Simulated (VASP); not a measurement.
Input of a VASP 6.6.1 run:

File INCAR:

```
SYSTEM = SiNi
PREC     = Accurate       ! precision mode
ENCUT    = 520            ! plane-wave cutoff, eV
EDIFF    = 1E-6           ! SCF threshold, eV
ISMEAR   = 0              ! smearing method
SIGMA    = 0.15           ! smearing width, eV
LREAL    = .FALSE.        ! projectors in reciprocal space
LASPH    = .TRUE.         ! aspherical terms in the spheres
NELM     = 60             ! most SCF steps
ALGO     = Normal         ! electronic algorithm
ISIF     = 2              ! what is computed and relaxed
LWAVE    = .FALSE.        ! write WAVECAR
LCHARG   = .FALSE.        ! write CHGCAR
GGA      = PS             ! functional
NBANDS   = 38             ! bands
```

Contents of KPOINTS:

```
regular mesh
0
G
  10 10 10
  0 0 0
```

POSCAR

```
SiNi
1.0
    4.8254151678      0.0000000000      0.0000000000
    0.0000000000      4.8254151678      0.0000000000
    0.0000000000      0.0000000000      4.4679770072
Si Ni
4 4
Direct
    0.8464645187      0.8464645187      0.8464645187
    0.6535354813      0.1535354813      0.3464645187
    0.3464645187      0.6535354813      0.1535354813
    0.1535354813      0.3464645187      0.6535354813
    0.1489904732      0.1489904732      0.1489904732
    0.3510095268      0.8510095268      0.6489904732
    0.6489904732      0.3510095268      0.8510095268
    0.8510095268      0.6489904732      0.3510095268
```

Potentials or basis: VASP PAW PBE potentials, release 64 (Si, Ni).

Run with:

```sh
$ cat potpaw_PBE.64/Si/POTCAR potpaw_PBE.64/Ni/POTCAR > POTCAR
$ mpirun -np 1 vasp_std > vasp.out
```

(1) Estimate the pressure.

(2) Predict the band gap on the k mesh.

(3) What does it give for the largest force?

## Answers

(1) -20.5 GPa.

(2) zero (bands 28 and 29 overlap by 0.95 eV).

(3) 0.198 eV/Å.

Caveat: the cell differs from its parent crystal (strain +0.080 along x and y, +0.000 along z); the cell stands under tension; the PAW data sets were made with another functional, which shifts forces and pressure a little.
